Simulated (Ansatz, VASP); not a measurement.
# One calculation of HfZrSe4, two programs

```
Zr Hf Se
1.0
     3.78552    0.00000    0.00000
    -1.89276    3.27835    0.00000
     0.00000    0.00000   13.92916
Zr Hf Se
1 1 4
Cartesian
  0.0000 0.0000 0.0000
  0.0000 0.0000 6.9646
  0.0000 2.1856 12.3404
  0.0000 2.1856 5.3944
  1.8928 1.0928 8.5348
  1.8928 1.0928 1.5888
```

Change from the starting cell: species swapped into the ZrTaTe4 type (P-3m1, No. 164).

Alike in both runs: functional PBE; k mesh 12 × 12 × 4; occupations gaussian, width 0.02 eV; no spin polarisation.

Ansatz relaxed the structure, and its values are those at the end. VASP's run is a single point on that final structure, the one shown.

|  | VASP | Ansatz |
| --- | --- | --- |
| version | VASP 6.6.1 | Ansatz 0.2.0 |
| potentials or method | VASP PAW PBE potentials, release 64 (Zr_sv, Hf_pv, Se), cutoff 520 eV | scalar-relativistic, plane waves, PAW |
| valence electrons in the cell | 46 | 102 |

|  | VASP | Ansatz | Ansatz less VASP |
| --- | --- | --- | --- |
| gap on the k mesh at the Fermi level (eV) | 0.43 | 0.43 | -0.001 |
| least direct gap on the mesh (eV) | 1.12 | 1.11 | 0.000 |
| pressure (GPa) | -0.1 | 0.0 | +0.10 |
| rms of the force components (eV/Å) | 0.016 | 0.001 | -0.0147 |

The functional is the same, so the differences come from potentials, cutoffs and numerics. VASP's potentials hold 46 valence electrons a cell and Ansatz's 102, so a difference there can come from the potentials and not from the codes.

Spin-orbit coupling is off throughout.
